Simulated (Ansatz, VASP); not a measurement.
## AlN in VASP and in Ansatz

File INCAR:

```
PREC     = Accurate       # precision mode
ENCUT    = 520            # plane-wave cutoff, eV
EDIFF    = 1E-7           # SCF threshold, eV
ISMEAR   = 0              # smearing method
SIGMA    = 0.05           # smearing width, eV
LREAL    = False          # projectors in reciprocal space
LASPH    = True           # aspherical terms in the spheres
NELM     = 80             # most SCF steps
ALGO     = Normal         # electronic algorithm
ISIF     = 2              # what is computed and relaxed
LWAVE    = False          # write WAVECAR
LCHARG   = True           # write CHGCAR
GGA      = PE             # functional
LELF     = True           # ELF
LVHAR    = True         
NBANDS   = 36             # bands
```

KPOINTS

```
Automatic mesh
0
Gamma
  8 8 2
```

File POSCAR:

```
AlN
1.0
    2.1839935596     -2.1839935596      0.0000000000
    2.1839935596      0.0000000000     -2.1839935596
   11.2838211250      7.4620507951      7.4620507951
Al N
6 6
Direct
    0.6302298600      0.6302298600      0.0624666667
   -0.5225201400     -0.5225201400      0.8958000000
    0.1996798600      0.1996798600      0.2291333333
    0.3385798600      0.3385798600      0.5624666667
   -0.2308701400     -0.2308701400      0.3958000000
   -0.0919701400     -0.0919701400      0.7291333333
    0.4114923600      0.4114923600      0.4374666667
    0.8420423600      0.8420423600      0.2708000000
   -0.0190576400     -0.0190576400      0.6041333333
    0.1198423600      0.1198423600      0.9374666667
   -0.4496076400     -0.4496076400      0.7708000000
    0.2725923600      0.2725923600      0.1041333333
```

Input for Ansatz:

```yaml
crystal:
  lattice:
    - [2.1839935596, -2.1839935596, 0.0]
    - [2.1839935596, 0.0, -2.1839935596]
    - [11.283821125, 7.4620507951, 7.4620507951]
  atoms:
    - { symbol: Al, position: [0.63022986, 0.63022986, 0.0624666667] }
    - { symbol: Al, position: [-0.52252014, -0.52252014, 0.8958] }
    - { symbol: Al, position: [0.19967986, 0.19967986, 0.2291333333] }
    - { symbol: Al, position: [0.33857986, 0.33857986, 0.5624666667] }
    - { symbol: Al, position: [-0.23087014, -0.23087014, 0.3958] }
    - { symbol: Al, position: [-0.09197014, -0.09197014, 0.7291333333] }
    - { symbol: "N", position: [0.41149236, 0.41149236, 0.4374666667] }
    - { symbol: "N", position: [0.84204236, 0.84204236, 0.2708] }
    - { symbol: "N", position: [-0.01905764, -0.01905764, 0.6041333333] }
    - { symbol: "N", position: [0.11984236, 0.11984236, 0.9374666667] }
    - { symbol: "N", position: [-0.44960764, -0.44960764, 0.7708] }
    - { symbol: "N", position: [0.27259236, 0.27259236, 0.1041333333] }
basis:
  ecutwfc: 420
kpoints:
  mp_grid: { grid: [8, 8, 2] }
hamiltonian:
  xc: pbe
scf:
  occupations: { method: gaussian, width: 0.05 }
output:
  forces: true
  stress: true
  eigenvalues: true
```

Alike in both runs: task single point; functional PBE; k mesh 8 × 8 × 2; occupations gaussian, width 0.05 eV; no spin polarisation.

```csv
,VASP,Ansatz
version,VASP 6.6.1,Ansatz 0.2.0
potentials or method,"VASP PAW PBE potentials, release 64 (Al, N), cutoff 520 eV","scalar-relativistic, plane waves, PAW"
valence electrons in the cell,48,48
```

|  | VASP | Ansatz | Ansatz less VASP |
| --- | --- | --- | --- |
| gap on the k mesh at the Fermi level (eV) | 3.25 | 3.26 | +0.007 |
| least direct gap on the mesh (eV) | 3.71 | 3.71 | -0.008 |
| pressure (GPa) | 2.5 | 2.8 | +0.25 |
| traceless stress, the component that is largest in VASP (GPa) | 2.81 | 2.81 | -0.001 |
| rms of the force components (eV/Å) | 0.211 | 0.215 | +0.0034 |

Atom by atom the forces differ by 0.004 eV/Å (rms over components).
